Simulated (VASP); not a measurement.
BaSr: single point with LDA

BaSr:

```
Ba Sr
1.0
     2.36012   -3.27649    0.00000
     2.36012    3.27649    0.00000
     0.00000    0.00000    6.57972
Ba Sr
1 1
Cartesian
  0.0000 0.0000 0.0000
  2.3601 0.0000 3.2899
```

* Program: VASP 6.6.1
* Task: single point
* Functional: LDA
* Potentials or basis: VASP PAW LDA potentials, release 64 (Ba_sv, Sr_sv)
* Cutoff: 520 eV
* k mesh: 6 × 6 × 4
* Occupations: fermi-dirac, width 0.1 eV
* Spin: no spin polarisation

```json
{
  "Pressure": "0.1 GPa",
  "Band gap on the k mesh": "zero (bands 10 and 11 overlap by 0.84 eV)"
}
```

Levels at points of the mesh, in eV from the Fermi level:
```
           k point  band 6  band 7  band 8  band 9  band 10  band 11  band 12  band 13  band 14  band 15
(0.00, 0.00, 0.00)  -13.77  -13.47  -13.36   -3.33    -1.00     0.75     1.27     2.19     2.21     2.29
(0.50, 0.00, 0.00)  -14.08  -13.70  -13.43   -0.72    -0.53     0.15     0.59     1.02     1.45     3.59
(0.50, 0.50, 0.00)  -14.10  -13.79  -13.63   -1.11    -0.53    -0.50     0.81     1.15     3.80     4.46
(0.00, 0.00, 0.50)  -13.80  -13.47  -13.36   -2.31    -1.93     1.08     1.09     1.65     1.69     3.37
(0.50, 0.00, 0.50)  -14.07  -13.69  -13.43   -1.32    -0.80     0.79     0.81     1.10     1.61     3.57
(0.50, 0.50, 0.50)  -14.10  -13.79  -13.64   -0.54    -0.24     0.07     0.70     1.74     2.07     2.30
```

Wall time 53 s on 1 thread of Intel(R) Xeon(R) 6975P-C (Granite Rapids), on a shared host, peak memory 0.22 GiB.

Caveat: spin-orbit coupling is left out, which moves the levels of the heavy elements.
